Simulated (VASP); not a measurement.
A run of VASP 6.6.1:

The input INCAR:

```
SYSTEM = Ru
  PREC = Accurate
  ENCUT = 520
  EDIFF = 1E-6
  ISMEAR = 0
  SIGMA = 0.1
  LREAL = .False.
  LASPH = .True.
  NELM = 60
  ALGO = Fast
  ISIF = 2
  LWAVE = .False.
  LCHARG = .False.
  GGA = PS
  NBANDS = 21
```

The input KPOINTS:

```
Automatic mesh
0
Gamma
  18 18 10
  0 0 0
```

Contents of POSCAR:

```
Ru
1.0
    2.6895240877      0.0000000000      0.0000000000
   -1.3447620438      2.3291961840      0.0000000000
    0.0000000000      0.0000000000      4.2519206304
Ru
2
Direct
    0.3333333333      0.6666666667      0.2500000000
    0.6666666667      0.3333333333      0.7500000000
```

Potentials or basis: VASP PAW PBE potentials, release 64 (Ru_pv).

Run with:

```bash
$ cat potpaw_PBE.64/Ru_pv/POTCAR > POTCAR
$ mpirun -np 1 vasp_std > vasp.out
```

Hardware: 1 thread of Intel Xeon 8259CL, with other jobs on the host.

Task: How long does it take, and how much memory?

Result: Wall time 3 min on 1 thread of Intel Xeon 8259CL, on a shared host, peak memory 0.21 GiB. Counts: scf iterations 13, k points 222.
